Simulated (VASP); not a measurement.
# Cu in VASP: single point with PBE

Aim: the single point of Cu with PBE.

Program: VASP 6.6.1. These are calculated values, not measurements. Logs are shortened: lines on timing, memory, paths and dates and some standing lists are left out, and cuts for length are marked.

### Step 1. The cell of the first run

The cell holds a slab with vacuum, 16 atoms: a = 5.112 Å, b = 5.112 Å, c = 24.261 Å, α = 90.00°, β = 90.00°, γ = 60.00°.

### Step 2. Single point, PBE

INCAR reads:

```
PREC = Accurate ; ENCUT = 520
EDIFF = 1E-7 ; ISMEAR = 0
SIGMA = 0.1 ; LREAL = Auto
LASPH = T ; NELM = 100
ALGO = Normal ; ISIF = 2
LWAVE = F ; LCHARG = F
LDIPOL = T ; IDIPOL = 3
DIPOL = 0.5 0.5 0.500 ; GGA = PE
NBANDS = 102
```

KPOINTS reads:

```
Automatic mesh
0
Gamma
  9 9 1
```

POSCAR reads:

```
Cu
1.0
    5.1123820280      0.0000000000      0.0000000000
    2.5561910140      4.4274527101      0.0000000000
    0.0000000000      0.0000000000     24.2613636694
Cu
16
Direct
    0.0000000000      0.0000000000      0.3709601868
    0.5000000000      0.0000000000      0.3709601868
    0.0000000000      0.5000000000      0.3709601868
    0.5000000000      0.5000000000      0.3709601868
    0.1666666667      0.1666666667      0.4569867289
    0.6666666667      0.1666666667      0.4569867289
    0.1666666667      0.6666666667      0.4569867289
    0.6666666667      0.6666666667      0.4569867289
   -0.1666666667      0.3333333333      0.5426020701
    0.3333333333      0.3333333333      0.5426020701
   -0.1666666667      0.8333333333      0.5426020701
    0.3333333333      0.8333333333      0.5426020701
    0.0000000000      0.0000000000      0.6279006932
    0.5000000000      0.0000000000      0.6279006932
    0.0000000000      0.5000000000      0.6279006932
    0.5000000000      0.5000000000      0.6279006932
```

Potentials or basis: VASP PAW PBE potentials, release 64 (Cu).

The run is started by

```console
$ cat potpaw_PBE.64/Cu/POTCAR > POTCAR
$ mpirun -np 1 vasp_std > vasp.out
```

OUTCAR:

```text
PREC = Accurate
   ENCUT = 520
   EDIFF = 1E-7
   ISMEAR = 0
   LREAL = Auto
   LASPH = T
   NELM = 100
   ISIF = 2
   GGA = PE

 ion  position               nearest neighbor table
   1  0.000  0.000  0.371-   6 2.56   7 2.56   2 2.56   2 2.56   3 2.56   4 2.56   3 2.56   4 2.56
                             5 2.56
   2  0.500  0.000  0.371-   5 2.56   8 2.56   1 2.56   1 2.56   3 2.56   4 2.56   4 2.56   3 2.56
                             6 2.56
   3  0.000  0.500  0.371-   8 2.56   5 2.56   4 2.56   4 2.56   1 2.56   2 2.56   2 2.56   1 2.56
                             7 2.56
   4  0.500  0.500  0.371-   7 2.56   6 2.56   3 2.56   3 2.56   1 2.56   2 2.56   1 2.56   2 2.56
                             8 2.56
   5  0.167  0.167  0.457-  10 2.55   9 2.55  12 2.55   2 2.56   3 2.56   6 2.56   6 2.56   7 2.56
                             8 2.56   7 2.56   8 2.56   1 2.56
   6  0.667  0.167  0.457-   9 2.55  10 2.55  11 2.55   1 2.56   4 2.56   5 2.56   5 2.56   7 2.56
                             8 2.56   8 2.56   7 2.56   2 2.56
   7  0.167  0.667  0.457-  12 2.55  11 2.55  10 2.55   4 2.56   1 2.56   8 2.56   8 2.56   5 2.56
                             6 2.56   6 2.56   5 2.56   3 2.56
   8  0.667  0.667  0.457-  11 2.55  12 2.55   9 2.55   3 2.56   2 2.56   7 2.56   7 2.56   5 2.56
                             6 2.56   5 2.56   6 2.56   4 2.56
   9  0.833  0.333  0.543-  16 2.54  13 2.54  15 2.54   6 2.55   5 2.55   8 2.55  10 2.56  10 2.56
[... 22 lines left out ...]
 A1 = (  -2.5561910140,  -4.4274527101,   0.0000000000)
 A2 = (   5.1123820280,   0.0000000000,   0.0000000000)
 A3 = (   0.0000000000,   0.0000000000,  24.2613636694)

Analysis of symmetry for initial positions (statically):
=====================================================================
 Subroutine PRICEL returns following result:

  LATTYP: Found a hexagonal cell.
 ALAT       =     2.5561910140
 C/A-ratio  =     9.4912170243

  Lattice vectors:

 A1 = (  -1.2780955070,  -2.2137263550,   0.0000000000)
 A2 = (   2.5561910140,   0.0000000000,   0.0000000000)
 A3 = (   0.0000000000,   0.0000000000,  24.2613636694)

   4 primitive cells build up your supercell.

 Routine SETGRP: Setting up the symmetry group for a
 hexagonal supercell.

 Subroutine GETGRP returns: Found  6 space group operations
 (whereof  6 operations were pure point group operations)
 out of a pool of 24 trial point group operations.

The static configuration has the point symmetry C_3v.

Analysis of symmetry for dynamics (positions and initial velocities):
=====================================================================
 Subroutine PRICEL returns following result:

  LATTYP: Found a hexagonal cell.
 ALAT       =     2.5561910140
[... 125 lines left out ...]
   IALGO  =     38    algorithm
   IMIX   =      4    mixing-type and parameters
     AMIX     =   0.40;   BMIX     =  1.00
     AMIX_MAG =   1.60;   BMIX_MAG =  1.00
  volume/ion in A,a.u.               =      34.32       231.62
  Fermi-wavevector in a.u.,A,eV,Ry     =   1.120336  2.117128 17.077386  1.255152
  Thomas-Fermi vector in A             =   2.256982
   LORBIT       =      0    0 simple, 1 ext, 2 COOP (PROOUT), +10 PAW based schemes
   GGA     = PE    functional components
   LHFCALC =     F    Hartree Fock is set to
   AEXX    =    0.0000 exact exchange contribution
   IVDW    =     0    specifies the selected vdW correction
   LEPSILON=     F    determine dielectric tensor
   LRPA    =     F    only Hartree local field effects (RPA)
 non-spin polarized calculation
 Gauss-broadening in eV      SIGMA  =   0.10
  energy-cutoff  :      520.00
  volume of cell :      549.15
 maximum number of plane-waves:     14839
 NGX is ok and might be reduce to    40
   NGX = 19   NGY = 19   NGZ = 91

 dipolmoment           0.000000      0.000000      0.003886 electrons x Angstroem

 number of electron     176.0000026 magnetization

 dipolmoment           0.000000      0.000000     -0.001085 electrons x Angstroem

 Free energy of the ion-electron system (eV)
  ---------------------------------------------------
  ext. energy  EPLUGINS =         0.00000000
  ---------------------------------------------------
  free energy    TOTEN  =       -55.99608638 eV

  energy without entropy =      -55.95754554  energy(sigma->0) =      -55.97681596

 E-fermi :  -0.4825     XC(G=0):  -5.1249

 val. band max:       -0.4825168440   @ k =   0.3333   0.0000   0.0000
 cond. band min:      -0.4573408697   @ k =  -0.4444   0.2222   0.0000
 fundamental gap:      0.0251759743
 Fermi energy:        -0.4824912604

 k-point     1 :       0.0000    0.0000    0.0000
  band No.  band energies     occupation
      1      -9.3377      2.00000
      2      -8.0460      2.00000
      3      -6.3809      2.00000
      4      -5.5493      2.00000
      5      -5.2667      2.00000
      6      -5.2667      2.00000
[... 1225 lines left out ...]
     99       4.0271      0.00000
    100       4.0385      0.00000
 [bands above 100 left out]

------------------------ aborting loop because EDIFF is reached ----------------------------------------

 vacuum level on the upper side and lower side of the slab       (xc-potential included)        -0.068        -0.059

  FORCE on cell =-STRESS in cart. coord.  units (eV):
  Direction    XX          YY          ZZ          XY          YZ          ZX
  --------------------------------------------------------------------------------------
  -------------------------------------------------------------------------------------
  Total       -1.4792720     -1.4792720     -0.2051653      0.0000000      0.0000000     -0.0000000
  in kB       -4.3158483     -4.3158483     -0.5985798      0.0000000      0.0000000     -0.0000000
  external PRESSURE =      -3.0767588 kB  Pullay stress =       0.0000000 kB

 VOLUME and BASIS-vectors are now :
 -----------------------------------------------------------------------------
  energy-cutoff  :      520.00
  volume of cell :      549.15
      direct lattice vectors                 reciprocal lattice vectors
     5.112382028  0.000000000  0.000000000     0.195603536 -0.112931754  0.000000000
     2.556191014  4.427452710  0.000000000     0.000000000  0.225863508  0.000000000
     0.000000000  0.000000000 24.261363669     0.000000000  0.000000000  0.041217799

 POSITION                                       TOTAL-FORCE (eV/Angst)
 -----------------------------------------------------------------------------------
      0.00000      0.00000      9.00000        -0.000000     -0.000000      0.046296
      2.55619      0.00000      9.00000        -0.000000     -0.000000      0.046296
      1.27810      2.21373      9.00000        -0.000000     -0.000000      0.046296
      3.83429      2.21373      9.00000        -0.000000     -0.000000      0.046296
      1.27810      0.73791     11.08712        -0.000000     -0.000000     -0.065844
      3.83429      0.73791     11.08712        -0.000000      0.000000     -0.065844
[... 8 lines left out ...]
      1.27810      2.21373     15.23373         0.000000     -0.000000      0.019100
      3.83429      2.21373     15.23373        -0.000000     -0.000000      0.019100
 -----------------------------------------------------------------------------------
    total drift:                               -0.000000     -0.000000      0.004782

  FREE ENERGIE OF THE ION-ELECTRON SYSTEM (eV)
  ---------------------------------------------------
  free  energy   TOTEN  =       -55.9960863752 eV

  energy  without entropy=      -55.9575455449  energy(sigma->0) =      -55.97681596

 vacuum level on the upper side and lower side of the slab         4.213         4.222
```

Wall time 21 min (1 thread of Intel Xeon 6975P-C (Granite Rapids), shared host); peak memory 0.8 GiB.

Results:

* Free energy: -55.9961 eV
* Largest force: 0.066 eV/Å
* Band gap on the k mesh: zero (bands 88 and 89 overlap by 0.66 eV)

Forces in eV/Å, atoms in the order of the input:
```
Cu   0.000  0.000  0.046
Cu   0.000  0.000  0.046
Cu   0.000  0.000  0.046
Cu   0.000  0.000  0.046
Cu   0.000  0.000 -0.066
Cu   0.000  0.000 -0.066
Cu   0.000  0.000 -0.066
Cu   0.000  0.000 -0.066
Cu   0.000  0.000  0.000
Cu   0.000  0.000  0.000
Cu   0.000  0.000  0.000
Cu   0.000  0.000  0.000
Cu   0.000  0.000  0.019
Cu   0.000  0.000  0.019
Cu   0.000  0.000  0.019
Cu   0.000  0.000  0.019
```
